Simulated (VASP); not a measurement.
HfC (rocksalt type), 2 atoms in the cell. It takes space group Fm-3m (No. 225, cubic). Conventional cell: a = 3.427 Å, b = 3.427 Å, c = 3.427 Å, α = 90.00°, β = 90.00°, γ = 90.00°. Hf (site symmetry m-3m) has 6 C at 1.71 Å within 2.3 Å. Within 2.3 Å of C (site symmetry m-3m) lie 6 Hf at 1.71 Å.  This cell differs from its parent crystal: volume scaled by 0.4.

* Program: VASP 6.6.1
* Task: density of states
* Functional: PBE
* Potentials or basis: VASP PAW PBE potentials, release 64 (Hf_pv, C)
* Cutoff: 520 eV
* k mesh: 15 × 15 × 15
* Occupations: fermi-dirac, width 0.08 eV
* Spin: no spin polarisation
* Dipole correction: no
* k mesh for the DOS: 23 × 23 × 23
* Occupations for the DOS: tetrahedron
* Further INCAR settings: ALGO = Normal; EDIFF = 1e-06; NBANDS = 14

Potentials or basis: VASP PAW PBE potentials, release 64 (Hf_pv, C).

Run with:

```console
$ cat potpaw_PBE.64/Hf_pv/POTCAR potpaw_PBE.64/C/POTCAR > POTCAR
$ cp INCAR.step1 INCAR
$ cp KPOINTS.step1 KPOINTS
$ mpirun -np 1 vasp_std > vasp.out
$ cp INCAR.step2 INCAR
$ cp KPOINTS.step2 KPOINTS
$ mpirun -np 1 vasp_std > vasp.out
```

Hardware: 1 thread of AMD EPYC 7R13, with other jobs on the host.

Q: How long does it take, and how much memory?

A: It took 60 s on 1 thread of AMD EPYC 7R13 (shared host), peak memory 0.14 GiB. Counts: k points 364.
